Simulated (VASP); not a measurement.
A run of VASP 6.6.1 is set up as follows.

The input INCAR:

```
  PREC = Accurate
  ENCUT = 520
  EDIFF = 1E-6
  ISMEAR = -1
  SIGMA = 0.02
  LREAL = F
  LASPH = T
  NELM = 60
  ALGO = Normal
  ISIF = 2
  LWAVE = F
  LCHARG = T
  LDIPOL = T
  IDIPOL = 3
  DIPOL = 0.5 0.5 0.500
  GGA = PE
  LELF = T
  LVHAR = T
  LVACPOTAV = T
  EFIELD = -0.5
  NBANDS = 16
```

KPOINTS

```
regular mesh
0
Gamma
  9 9 1
```

The input POSCAR:

```
Si
1.0
    3.8685410222      0.0000000000      0.0000000000
   -1.9342705111      3.3502548008      0.0000000000
    0.0000000000      0.0000000000     19.9483000000
Si
4
Direct
    0.1666666667      0.3333333333      0.4035140844
    0.5000000000      1.0000000000      0.4366457658
    0.5000000000      1.0000000000      0.5633542826
    0.8333333333      0.6666666667      0.5964858677
```

Potentials or basis: VASP PAW PBE potentials, release 64 (Si).

The run is started by

```bash
$ cat potpaw_PBE.64/Si/POTCAR > POTCAR
$ mpirun -np 1 vasp_std > vasp.out
```

Question: Predict the largest force.

Answer: 0.037 eV/Å.

Forces on the atoms (eV/Å):
```
Si   0.000  0.000 -0.030
Si   0.000  0.000  0.029
Si   0.000  0.000  0.037
Si   0.000  0.000 -0.037
```
